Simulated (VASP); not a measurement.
The system is Si5Ge.

```
Si Ge
1.0
     2.82779    0.00000    0.00000
    -1.41390    2.44894    0.00000
     0.00000    0.00000   13.75643
Si Ge
5 1
Direct
  0.66667 0.33333 0.83333
  0.66667 0.33333 0.16667
  0.33333 0.66667 0.66667
  0.33333 0.66667 0.00000
  0.33333 0.66667 0.33333
  0.66667 0.33333 0.50000
```

| Property | Result |
| --- | --- |
| Program | VASP 6.6.1 |
| Task | relaxation of cell and atoms |
| Functional | PBE |
| Potentials or basis | VASP PAW PBE potentials, release 64 (Si, Ge_d) |
| Cutoff | 600 eV |
| k mesh | 6 × 6 × 2 |
| Occupations | gaussian, width 0.1 eV |
| Spin | no spin polarisation |

At the start: pressure -1.4 GPa; volume 15.88 Å³/atom.

**Question.** How do energy, volume and symmetry change on relaxing?

**Answer.** Over 27 steps the energy falls by 73.1 meV/atom and the volume is 15.77 Å³/atom (-0.7 %); space group P-6m2 (No. 187, to 0.05 Å).

Step by step:
| step | energy change (eV) | largest force (eV/Å) | pressure (GPa) | volume (Å³) |
| --- | --- | --- | --- | --- |
| 1 | 0.0000 | 0.6104 | -1.41 | 95.26 |
| 2 | -0.1820 | 0.5315 | 0.44 | 93.25 |
| 3 | -0.1888 | 0.5715 | 0.80 | 93.02 |
| 4 | -0.2161 | 0.5519 | 0.94 | 92.54 |
| 5 | -0.2706 | 0.4907 | 1.98 | 91.56 |
| 6 | -0.2720 | 0.4728 | 2.46 | 91.17 |
| 7 | -0.2729 | 0.4737 | 2.31 | 91.28 |
| 8 | -0.3183 | 0.3664 | -0.45 | 94.20 |
| 9 | -0.3202 | 0.3413 | -1.22 | 95.06 |
| 10 | -0.3583 | 0.2901 | -0.96 | 94.79 |
| 11 | -0.4134 | 0.3093 | 0.20 | 93.99 |
| 12 | -0.4138 | 0.3019 | 0.45 | 93.90 |
| 13 | -0.4263 | 0.0539 | -0.37 | 94.93 |
| 14 | -0.4264 | 0.0636 | -0.31 | 94.83 |
| 15 | -0.4281 | 0.0439 | 0.37 | 94.00 |
| 16 | -0.4281 | 0.0420 | 0.37 | 94.02 |
| 17 | -0.4295 | 0.0722 | 0.47 | 93.90 |
| 18 | -0.4328 | 0.1520 | 0.83 | 93.56 |
| 19 | -0.4327 | 0.1314 | 0.72 | 93.66 |
| 20 | -0.4329 | 0.1424 | 0.83 | 93.61 |
| 21 | -0.4340 | 0.1482 | 0.70 | 93.75 |
| 22 | -0.4340 | 0.1490 | 0.64 | 93.77 |
| 23 | -0.4353 | 0.1316 | 0.52 | 93.96 |
| 24 | -0.4372 | 0.0823 | -0.06 | 94.52 |
| 25 | -0.4373 | 0.0715 | -0.19 | 94.64 |
| 26 | -0.4378 | 0.0557 | -0.15 | 94.63 |
| 27 | -0.4384 | 0.0212 | -0.06 | 94.60 |

Final structure:
```
Si Ge
1.0
     2.95749    0.00000    0.00000
    -1.47875    2.56126    0.00000
     0.00000    0.00000   12.48906
Si Ge
5 1
Direct
  0.66667 0.33333 0.84473
  0.66667 0.33333 0.15527
  0.33333 0.66667 0.68953
  0.33333 0.66667 0.00000
  0.33333 0.66667 0.31047
  0.66667 0.33333 0.50000
```

Caveat: the k points lie up to 0.41 Å⁻¹ apart in the final cell.
